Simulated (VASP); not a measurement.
# CaO (Fm-3m) in VASP: notebook, part 2 of 3

VASP 6.6.1. Earlier steps stand in the parts before.

## Step 3: Single point, PBEsol

This run uses another cell than the first one, of 11.89 Å³/atom, 1.047 times its volume.

File INCAR:

```
PREC = Accurate
ENCUT = 520
EDIFF = 1E-6
ISMEAR = -1
SIGMA = 0.05
LREAL = False
LASPH = True
NELM = 60
ALGO = Normal
ISIF = 2
LWAVE = False
LCHARG = False
GGA = PS
NBANDS = 15
```

File KPOINTS:

```
regular mesh
0
Gamma
  10 10 10
```

File POSCAR:

```
CaO
1.0
    0.0000000000      2.2824254352      2.2824254352
    2.2824254352      0.0000000000      2.2824254352
    2.2824254352      2.2824254352      0.0000000000
Ca O
1 1
Direct
    0.0000000000      0.0000000000      0.0000000000
    0.5000000000      0.5000000000      0.5000000000
```

Potentials or basis: VASP PAW PBE potentials, release 64 (Ca_sv, O).

Launch:

```sh
> cat potpaw_PBE.64/Ca_sv/POTCAR potpaw_PBE.64/O/POTCAR > POTCAR
> mpirun -np 1 vasp_std > vasp.out
```

OUTCAR:

```text
PREC = Accurate
   ENCUT = 520
   EDIFF = 1E-6
   ISMEAR = -1
   LREAL = False
   LASPH = True
   NELM = 60
   ISIF = 2
   GGA = PS

 ion  position               nearest neighbor table
   1  0.000  0.000  0.000-   2 2.28   2 2.28   2 2.28   2 2.28   2 2.28   2 2.28
   2  0.500  0.500  0.500-   1 2.28   1 2.28   1 2.28   1 2.28   1 2.28   1 2.28

  LATTYP: Found a face centered cubic cell.
 ALAT       =     4.5648508704

  Lattice vectors:

 A1 = (   0.0000000000,   2.2824254352,   2.2824254352)
 A2 = (   2.2824254352,   0.0000000000,   2.2824254352)
 A3 = (   2.2824254352,   2.2824254352,   0.0000000000)

Analysis of symmetry for initial positions (statically):
=====================================================================
 Subroutine PRICEL returns:
 Original cell was already a primitive cell.

 Routine SETGRP: Setting up the symmetry group for a
 face centered cubic supercell.

 Subroutine GETGRP returns: Found 48 space group operations
 (whereof 48 operations were pure point group operations)
 out of a pool of 48 trial point group operations.

The static configuration has the point symmetry O_h .

Analysis of symmetry for dynamics (positions and initial velocities):
=====================================================================
 Subroutine PRICEL returns:
 Original cell was already a primitive cell.

 Routine SETGRP: Setting up the symmetry group for a
 face centered cubic supercell.

 Subroutine GETGRP returns: Found 48 space group operations
 (whereof 48 operations were pure point group operations)
 out of a pool of 48 trial point group operations.

The dynamic configuration has the point symmetry O_h .

 Subroutine INISYM returns: Found 48 space group operations
 (whereof 48 operations are pure point group operations),
 and found     1 'primitive' translations

----------------------------------------------------------------------------------------

                                     Primitive cell

  volume of cell :      23.7804

  direct lattice vectors                    reciprocal lattice vectors
     0.000000000  2.282425435  2.282425435    -0.219065207  0.219065207  0.219065207
     2.282425435  0.000000000  2.282425435     0.219065207 -0.219065207  0.219065207
     2.282425435  2.282425435  0.000000000     0.219065207  0.219065207 -0.219065207

  length of vectors
     3.227837006  3.227837006  3.227837006     0.379432068  0.379432068  0.379432068

  position of ions in fractional coordinates (direct lattice)
     0.000000000  0.000000000  0.000000000
     0.500000000  0.500000000  0.500000000

  ion indices of the primitive-cell ions
   primitive index   ion index
                 1           1
                 2           2

----------------------------------------------------------------------------------------

 KPOINTS: regular mesh

Automatic generation of k-mesh.
 Grid dimensions read from file:
 generate k-points for:   10   10   10

 Generating k-lattice:

  Cartesian coordinates                     Fractional coordinates (reciprocal lattice)
    -0.021906521  0.021906521  0.021906521     0.100000000  0.000000000  0.000000000
[... 38 lines left out ...]
  0.300000  0.300000  0.000000      6.000000
  0.400000  0.300000  0.000000     24.000000
 [... further k-points ...]
   k-points           NKPTS =     47   k-points in BZ     NKDIM =     47   number of bands    NBANDS=     15
   number of dos      NEDOS =    301   number of ions     NIONS =      2
   total plane-waves  NPLWV =  13824
   dimension x,y,z NGX =    24 NGY =   24 NGZ =   24
   dimension x,y,z NGXF=    48 NGYF=   48 NGZF=   48
   ions per type =               1   1
   NGX,Y,Z   is equivalent  to a cutoff of  12.36, 12.36, 12.36 a.u.
   NGXF,Y,Z  is equivalent  to a cutoff of  24.72, 24.72, 24.72 a.u.
 SYSTEM =  unknown system
   PREC   = accura    normal or accurate (medium, high low for compatibility)
   ISTART =      0    job   : 0-new  1-cont  2-samecut
   ICHARG =      2    charge: 1-file 2-atom 10-const
   ISPIN  =      1    spin polarized calculation?
   LNONCOLLINEAR =      F non collinear calculations
   LSORBIT =      F    spin-orbit coupling
   LASPH  =      T    aspherical Exc in radial PAW
   ENCUT  =  520.0 eV  38.22 Ry    6.18 a.u.   6.00  6.00  6.00*2*pi/ulx,y,z
   NELM   =     60;   NELMIN=  2; NELMDL= -5     # of ELM steps
   EDIFF  = 0.1E-05   stopping-criterion for ELM
   LREAL  =      F    real-space projection
   EDIFFG = 0.1E-04   stopping-criterion for IOM
   NSW    =      0    number of steps for IOM
   IBRION =     -1    ionic relax: 0-MD 1-quasi-New 2-CG
   NFREE  =      0    steps in history (QN), initial steepest desc. (CG)
   ISIF   =      2    stress and relaxation
   ISYM   =      2    0-nonsym 1-usesym 2-fastsym
   POTIM  = 0.5000    time-step for ionic-motion
   TEBEG  =    0.0;   TEEND  =   0.0 temperature during run
   PSTRESS=    0.0 pullay stress
   NELECT =      16.0000    total number of electrons
   NUPDOWN=      -1.0000    fix difference up-down
   EMIN   =  10.00;   EMAX   =-10.00  energy-range for DOS
   EFERMI =   0.00;   METHOD = LEGACY
   ISMEAR =    -1;   SIGMA  =   0.05  broadening in eV -4-tet -1-fermi 0-gaus
   EFERMI_NEDOS =   21; number of points for ismear=-14 and -15
   IALGO  =     38    algorithm
   IMIX   =      4    mixing-type and parameters
     AMIX     =   0.40;   BMIX     =  1.00
     AMIX_MAG =   1.60;   BMIX_MAG =  1.00
  volume/ion in A,a.u.               =      11.89        80.24
  Fermi-wavevector in a.u.,A,eV,Ry     =   1.434525  2.710860 27.998926  2.057863
  Thomas-Fermi vector in A             =   2.553924
   LORBIT       =      0    0 simple, 1 ext, 2 COOP (PROOUT), +10 PAW based schemes
   GGA     = PS    functional components
   LHFCALC =     F    Hartree Fock is set to
   AEXX    =    0.0000 exact exchange contribution
   IVDW    =     0    specifies the selected vdW correction
   LEPSILON=     F    determine dielectric tensor
   LRPA    =     F    only Hartree local field effects (RPA)
 non-spin polarized calculation
  energy-cutoff  :      520.00
  volume of cell :       23.78
 maximum number of plane-waves:       656
   NGX = 13   NGY = 13   NGZ = 13

 number of electron      16.0000010 magnetization

 Free energy of the ion-electron system (eV)
  ---------------------------------------------------
  ext. energy  EPLUGINS =         0.00000000
  ---------------------------------------------------
  free energy    TOTEN  =       -13.20496256 eV

  energy without entropy =      -13.20496256  energy(sigma->0) =      -13.20496256

 E-fermi :   4.2549     XC(G=0): -11.5290

 val. band max:        3.1560719398   @ k =   0.0000   0.0000   0.0000
 cond. band min:       6.5544776387   @ k =   0.5000   0.5000   0.0000
 fundamental gap:      3.3984056989
 Fermi energy:         4.2549235352

 k-point     1 :       0.0000    0.0000    0.0000
  band No.  band energies     occupation
      1     -33.6693      2.00000
      2     -14.3498      2.00000
      3     -14.3498      2.00000
      4     -14.3498      2.00000
      5     -12.5929      2.00000
      6       3.1561      2.00000
      7       3.1561      2.00000
      8       3.1561      2.00000
      9       9.0780      0.00000
     10       9.6695      0.00000
     11       9.6695      0.00000
     12       9.6695      0.00000
     13      11.5028      0.00000
     14      11.5028      0.00000
[... 401 lines left out ...]
      2     -15.5651      2.00000
      3     -14.6969      2.00000
      4     -14.6447      2.00000
      5     -11.7615      2.00000
      6       1.3497      2.00000
      7       2.5685      2.00000
      8       2.6824      2.00000
      9       7.3626      0.00000
     10      11.9896      0.00000
     11      12.8334      0.00000
     12      13.0185      0.00000
     13      13.1379      0.00000
     14      15.4157      0.00000
     15      20.8243      0.00000

 [... further k-points ...]

------------------------ aborting loop because EDIFF is reached ----------------------------------------

  FORCE on cell =-STRESS in cart. coord.  units (eV):
  Direction    XX          YY          ZZ          XY          YZ          ZX
  --------------------------------------------------------------------------------------
  -------------------------------------------------------------------------------------
  Total        3.1314463      3.1314463      3.1314463     -0.0000000      0.0000000     -0.0000000
  in kB      210.9773129    210.9773129    210.9773129     -0.0000000      0.0000000     -0.0000000
  external PRESSURE =     210.9773129 kB  Pullay stress =       0.0000000 kB

 VOLUME and BASIS-vectors are now :
 -----------------------------------------------------------------------------
  energy-cutoff  :      520.00
  volume of cell :       23.78
      direct lattice vectors                 reciprocal lattice vectors
     0.000000000  2.282425435  2.282425435    -0.219065207  0.219065207  0.219065207
     2.282425435  0.000000000  2.282425435     0.219065207 -0.219065207  0.219065207
     2.282425435  2.282425435  0.000000000     0.219065207  0.219065207 -0.219065207

 POSITION                                       TOTAL-FORCE (eV/Angst)
 -----------------------------------------------------------------------------------
      0.00000      0.00000      0.00000        -0.000000     -0.000000     -0.000000
      2.28243      2.28243      2.28243         0.000000      0.000000      0.000000
 -----------------------------------------------------------------------------------
    total drift:                                0.000000     -0.000000     -0.000000

  FREE ENERGIE OF THE ION-ELECTRON SYSTEM (eV)
  ---------------------------------------------------
  free  energy   TOTEN  =       -13.2049625630 eV

  energy  without entropy=      -13.2049625630  energy(sigma->0) =      -13.20496256
```

OSZICAR:

```text
N       E                     dE             d eps       ncg     rms          rms(c)
DAV:   1     0.124643204869E+03    0.12464E+03   -0.84907E+03  1410   0.112E+03
DAV:   2    -0.973651247609E+01   -0.13438E+03   -0.12529E+03  1788   0.298E+02
DAV:   3    -0.146674194509E+02   -0.49309E+01   -0.48999E+01  1650   0.594E+01
DAV:   4    -0.147873687751E+02   -0.11995E+00   -0.11988E+00  1905   0.837E+00
DAV:   5    -0.147899992998E+02   -0.26305E-02   -0.26303E-02  1658   0.109E+00    0.820E+00
DAV:   6    -0.132845085477E+02    0.15055E+01   -0.39844E+00  1614   0.214E+01    0.321E+00
DAV:   7    -0.132222951548E+02    0.62213E-01   -0.32402E-01  1684   0.633E+00    0.172E+00
DAV:   8    -0.132062107029E+02    0.16084E-01   -0.65171E-02  1858   0.270E+00    0.396E-01
DAV:   9    -0.132046724759E+02    0.15382E-02   -0.47799E-03  1487   0.628E-01    0.966E-02
DAV:  10    -0.132049832406E+02   -0.31076E-03   -0.43792E-04  1641   0.243E-01    0.341E-02
DAV:  11    -0.132049628908E+02    0.20350E-04   -0.36895E-05  1837   0.847E-02    0.540E-03
DAV:  12    -0.132049625630E+02    0.32781E-06   -0.48475E-06  1550   0.206E-02
   1 F= -.13204963E+02 E0= -.13204963E+02  d E =-.383596E-11
```

stdout:

```text
POSCAR found type information on POSCAR CaO
 POSCAR found :  2 types and       2 ions
 scaLAPACK will be used
 -----------------------------------------------------------------------------
|                                                                             |
|                                                                             |
|     You enforced a specific xc type in the INCAR file but a different       |
|     I HOPE YOU KNOW WHAT YOU ARE DOING!                                     |
|                                                                             |
 -----------------------------------------------------------------------------

 LDA part: xc-table for (Slater+PW92), standard interpolation
 POSCAR, INCAR and KPOINTS ok, starting setup
 FFT: planning ... GRIDC
 FFT: planning ... GRID_SOFT
 FFT: planning ... GRID
 WAVECAR not read
 entering main loop
```

Wall time 12 s (1 thread of AMD EPYC 9R14 (Zen 4), shared host); peak memory 0.11 GiB.

What came out:

| Quantity | Value |
| --- | --- |
| Free energy | -13.2050 eV |
| Pressure | 21.1 GPa |
| Band gap on the k mesh | 3.40 eV, indirect (least direct gap 3.72 eV) |

Caveat: the PAW data sets were made with another functional, which shifts forces and pressure a little. A k mesh can miss the band edges.

## Step 4: Single point, PBEsol

This run uses another cell than the first one, of 13.02 Å³/atom, 1.147 times its volume.

File INCAR:

```
SYSTEM = CaO
PREC = Accurate ; ENCUT = 520
EDIFF = 1E-7 ; ISMEAR = -1
SIGMA = 0.05 ; LREAL = .False.
LASPH = .True. ; NELM = 60
ALGO = Normal ; ISIF = 2
LWAVE = .False. ; LCHARG = .False.
GGA = PS ; NBANDS = 15
```

File KPOINTS:

```
Automatic mesh
0
Gamma
  10 10 10
  0 0 0
```

File POSCAR:

```
CaO
1.0
    0.0000000000      2.3523277183      2.3523277183
    2.3523277183      0.0000000000      2.3523277183
    2.3523277183      2.3523277183      0.0000000000
Ca O
1 1
Direct
    0.0000000000      0.0000000000      0.0000000000
    0.5000000000      0.5000000000      0.5000000000
```

Launch:

```sh
> cat potpaw_PBE.64/Ca_sv/POTCAR potpaw_PBE.64/O/POTCAR > POTCAR
> mpirun -np 1 vasp_std > vasp.out
```

It took 21 s on 1 thread of AMD EPYC 9R14 (Zen 4), shared host; peak memory 0.14 GiB.

It converged, with:

| Item | Value |
| --- | --- |
| Free energy | -13.3890 eV |
| Pressure | 5.8 GPa |
| Band gap on the k mesh | 3.50 eV, indirect (least direct gap 3.86 eV) |

Levels at points of the mesh, in eV from the valence-band top:
```
           k point  band 5  band 6  band 7  band 8  band 9  band 10  band 11  band 12
(0.00, 0.00, 0.00)  -15.57    0.00    0.00    0.00    5.10     6.34     6.34     6.34
(0.50, 0.00, 0.00)  -14.03   -2.85   -1.36   -1.36    7.32     8.72     8.72     8.83
(0.50, 0.50, 0.00)  -15.33   -1.28   -0.36   -0.36    3.49     8.53     9.29    10.03
```

Caveat: the PAW data sets were made with another functional, which shifts forces and pressure a little.

## Step 5: Single point, PBEsol

This run uses another cell than the first one, of 12.58 Å³/atom, 1.108 times its volume.

File INCAR:

```
PREC = Accurate
ENCUT = 520
EDIFF = 1E-6
ISMEAR = -1
SIGMA = 0.05
LREAL = F
LASPH = T
NELM = 60
ALGO = Normal
ISIF = 2
LWAVE = F
LCHARG = T
GGA = PS
LELF = T
LVHAR = T
NBANDS = 15
```

File KPOINTS:

```
regular mesh
0
Gamma
  10 10 10
```

File POSCAR:

```
CaO
1.0
    0.0000000000      2.3258463187      2.3258463187
    2.3258463187      0.0000000000      2.3258463187
    2.3258463187      2.3258463187      0.0000000000
Ca O
1 1
Direct
    0.0000000000      0.0000000000      0.0000000000
    0.5000000000      0.5000000000      0.5000000000
```

Launch:

```sh
> cat potpaw_PBE.64/Ca_sv/POTCAR potpaw_PBE.64/O/POTCAR > POTCAR
> mpirun -np 1 vasp_std > vasp.out
```

It took 13 s on 1 thread of AMD EPYC 9R14 (Zen 4), shared host; peak memory 0.12 GiB.

Results (log left out):

```yaml
Free_energy: -13.3431 eV
Pressure: 10.8 GPa
Band_gap_on_the_k_mesh: 3.46 eV, indirect (least direct gap 3.81 eV)
```

Levels at points of the mesh, in eV from the valence-band top:
```csv
k point,band 4,band 5,band 6,band 7,band 8,band 9,band 10,band 11,band 12,band 13
"(0.00, 0.00, 0.00)",-17.77,-15.64,0.00,0.00,0.00,5.40,6.41,6.41,6.41,8.13
"(0.50, 0.00, 0.00)",-17.84,-13.92,-2.94,-1.43,-1.43,7.47,8.91,8.91,9.10,11.32
"(0.50, 0.50, 0.00)",-18.09,-15.41,-1.25,-0.35,-0.35,3.46,8.80,9.48,10.26,10.26
```

Caveat: the PAW data sets were made with another functional, which shifts forces and pressure a little.

[end of part 2 of 3]
